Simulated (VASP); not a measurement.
Here is a VASP 6.6.1 calculation.

POSCAR

```
Ge
1.0
    0.0000000000      2.8368735121      2.8368735121
    2.8368735121      0.0000000000      2.8368735121
    2.8368735121      2.8368735121      0.0000000000
Ge
2
Direct
    0.0000000000      0.0000000000      0.0000000000
    0.2500000000      0.2500000000      0.2500000000
```

The input INCAR.step1:

```
SYSTEM = Ge
PREC = Accurate ; ENCUT = 520
ISMEAR = -1 ; SIGMA = 0.02
LREAL = .False. ; LASPH = .True.
NELM = 80 ; NBANDS = 21
GGA = PE ; ALGO = Normal
EDIFF = 1E-4 ; LWAVE = .True.
LCHARG = .False.
```

Contents of INCAR.step2:

```
SYSTEM = Ge
PREC = Accurate ; ENCUT = 520
EDIFF = 1E-7 ; ISMEAR = -1
SIGMA = 0.02 ; LREAL = .False.
LASPH = .True. ; NELM = 80
ALGO = Normal ; ISIF = 2
LWAVE = .False. ; LCHARG = .False.
METAGGA = R2SCAN ; LMIXTAU = .True.
NBANDS = 21 ; ISTART = 1
```

Contents of KPOINTS:

```
Automatic mesh
0
Gamma
  4 4 4
  0 0 0
```

Potentials or basis: VASP PAW PBE potentials, release 64 (Ge_d).

The run is started by

```bash
$ cat potpaw_PBE.64/Ge_d/POTCAR > POTCAR
$ cp INCAR.step1 INCAR
$ mpirun -np 1 vasp_std > vasp.out
$ cp INCAR.step2 INCAR
$ mpirun -np 1 vasp_std > vasp.out
```

**Question.** Predict the pressure.

**Answer.** 0.1 GPa.

**Question.** Predict the band gap on the k mesh.

**Answer.** 0.33 eV, direct.

Caveat: the k points lie up to 0.48 Å⁻¹ apart; the PAW data sets were made with another functional, which shifts forces and pressure a little. A k mesh can miss the band edges.
